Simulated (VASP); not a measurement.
Wanted: the native input for a VASP 6.6.1 run.

| Property | Result |
| --- | --- |
| Task | single point |
| Functional | PBE |
| Potentials or basis | VASP PAW PBE potentials, release 64 (Zn, S) |
| Cutoff | 520 eV |
| k mesh | 9 × 9 × 4 |
| Occupations | gaussian, width 0.05 eV |
| Spin | no spin polarisation |
| Dipole correction | no |
| Further INCAR settings | ALGO = Normal; EDIFF = 1e-06; NBANDS = 26 |

The structure of ZnS lies in POSCAR:

```
ZnS
1.0
    3.8455587354      0.0000000000      0.0000000000
   -1.9227793677      3.3303515566      0.0000000000
    0.0000000000      0.0000000000      6.3037246812
Zn S
2 2
Direct
    0.3039070105      0.6078140210      0.0052003729
    0.6960929895      0.3921859790      0.5052003729
    0.3571127361      0.7142254721      0.3797996271
    0.6428872639      0.2857745279      0.8797996271
```

This cell differs from its parent crystal: atoms displaced along a vibrational mode.

These files were run (other wordings do the same):

INCAR

```
  PREC = Accurate
  ENCUT = 520
  EDIFF = 1E-6
  ISMEAR = 0
  SIGMA = 0.05
  LREAL = F
  LASPH = T
  NELM = 100
  ALGO = Normal
  ISIF = 2
  LWAVE = F
  LCHARG = F
  GGA = PE
  NBANDS = 26
```

KPOINTS

```
Automatic mesh
0
Gamma
  9 9 4
```

Potentials or basis: VASP PAW PBE potentials, release 64 (Zn, S).

Command:

```console
$ cat potpaw_PBE.64/Zn/POTCAR potpaw_PBE.64/S/POTCAR > POTCAR
$ mpirun -np 1 vasp_std > vasp.out
```

It gave:

```
Pressure               : -0.1 GPa
Largest force          : 0.231 eV/Å
Band gap on the k mesh : 2.02 eV
```

Caveat: the cell differs from its parent crystal (atoms displaced along a vibrational mode).

Run time: 91 s on 1 thread of Intel(R) Xeon(R) 6975P-C (Granite Rapids) (shared host), peak memory 0.28 GiB.
